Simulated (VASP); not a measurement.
Input of a VASP 6.6.1 run:

File POSCAR:

```
AgB2
1.0
    3.0268000000      0.0000000000      0.0000000000
   -1.5134000000      2.6212900000      0.0000000000
    0.0000000000      0.0000000000      4.0639200000
Ag B
1 2
Direct
    0.0000000000      0.0000000000      0.0000000000
    0.3333333333      0.6666666667      0.5000000000
    0.6666666667      0.3333333333      0.5000000000
```

The input INCAR.step1:

```
SYSTEM = AgB2
  PREC = Accurate
  ENCUT = 520
  ISMEAR = -1
  SIGMA = 0.05
  LREAL = .False.
  LASPH = .True.
  NELM = 80
  NBANDS = 16
  GGA = PE
  ALGO = Normal
  EDIFF = 1E-4
  LWAVE = .True.
  LCHARG = .False.
```

Contents of INCAR.step2:

```
SYSTEM = AgB2
  PREC = Accurate
  ENCUT = 520
  EDIFF = 1E-7
  ISMEAR = -1
  SIGMA = 0.05
  LREAL = .False.
  LASPH = .True.
  NELM = 80
  ALGO = Normal
  ISIF = 2
  LWAVE = .False.
  LCHARG = .True.
  METAGGA = R2SCAN
  LMIXTAU = .True.
  LELF = .True.
  LVHAR = .True.
  NBANDS = 16
  ISTART = 1
```

Contents of KPOINTS:

```
Automatic mesh
0
Gamma
  10 10 6
  0 0 0
```

Potentials or basis: VASP PAW PBE potentials, release 64 (Ag, B).

Launch:

```sh
$ cat potpaw_PBE.64/Ag/POTCAR potpaw_PBE.64/B/POTCAR > POTCAR
$ cp INCAR.step1 INCAR
$ mpirun -np 1 vasp_std > vasp.out
$ cp INCAR.step2 INCAR
$ mpirun -np 1 vasp_std > vasp.out
```

Problem. Estimate the pressure.

Solution. -1.6 GPa.

Stress tensor (GPa, compression positive):
```
-2.28  0.00  0.00
 0.00 -2.28  0.00
 0.00  0.00 -0.10
```

Caveat: the PAW data sets were made with another functional, which shifts forces and pressure a little.
